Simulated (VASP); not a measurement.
A run of VASP 6.6.1 is set up as follows.

Contents of INCAR:

```
ALGO = Normal ; EDIFF = 1E-7
ENCUT = 520 ; GGA = PS
ISIF = 2 ; ISMEAR = 0
LASPH = T ; LCHARG = F
LREAL = F ; LWAVE = F
NBANDS = 11 ; NELM = 100
PREC = Accurate ; SIGMA = 0.01
```

KPOINTS

```
k-points
0
Gamma
  12 12 12
```

Contents of POSCAR:

```
BN
1.0
    1.2520795493      0.7228884649      3.4949145911
   -1.2520795493      0.7228884649      3.4949145911
    0.0000000000     -1.4457769297      3.4949145911
B N
1 1
Direct
    0.9996198858      0.9996198858      0.9996198858
    0.3328131142      0.3328131142      0.3328131142
```

Potentials or basis: VASP PAW PBE potentials, release 64 (B, N).

The run is started by

```sh
$ cat potpaw_PBE.64/B/POTCAR potpaw_PBE.64/N/POTCAR > POTCAR
$ mpirun -np 1 vasp_std > vasp.out
```

**Question.** Estimate the pressure.

**Answer.** 0.3 GPa.

**Question.** Estimate the band gap on the k mesh.

**Answer.** 4.24 eV, indirect (least direct gap 4.63 eV).

Stress tensor (GPa, compression positive):
```
 0.50  0.00  0.00
 0.00  0.50  0.00
 0.00  0.00 -0.14
```

Caveat: the PAW data sets were made with another functional, which shifts forces and pressure a little. A hybrid or GW would open this gap; PBEsol tends to underestimate it.
